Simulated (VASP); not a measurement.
Here is a VASP 6.6.1 calculation.

INCAR

```
ALGO = Normal
EDIFF = 1E-6
ENCUT = 520
GGA = PS
ISIF = 2
ISMEAR = -1
LASPH = T
LCHARG = T
LELF = T
LREAL = F
LVHAR = T
LWAVE = F
NBANDS = 19
NELM = 60
PREC = Accurate
SIGMA = 0.1
```

Contents of KPOINTS:

```
k-points
0
Gamma
  9 9 9
```

POSCAR

```
Zr
1.0
    0.0000000000      3.0724653533      3.0724653533
    3.0724653533      0.0000000000      3.0724653533
    3.0724653533      3.0724653533      0.0000000000
Zr
2
Direct
    0.1250000000      0.1250000000      0.1250000000
    0.8750000000      0.8750000000      0.8750000000
```

Potentials or basis: VASP PAW PBE potentials, release 64 (Zr_sv).

Run with:

```bash
$ cat potpaw_PBE.64/Zr_sv/POTCAR > POTCAR
$ mpirun -np 1 vasp_std > vasp.out
```

Task: What does it give for the pressure?

Result: 0.1 GPa.

Task: What does it give for the band gap on the k mesh?

Result: Zero (band 12 reaches 6.09 eV, above the bottom of band 13 at 5.89 eV).

Caveat: the PAW data sets were made with another functional, which shifts forces and pressure a little.
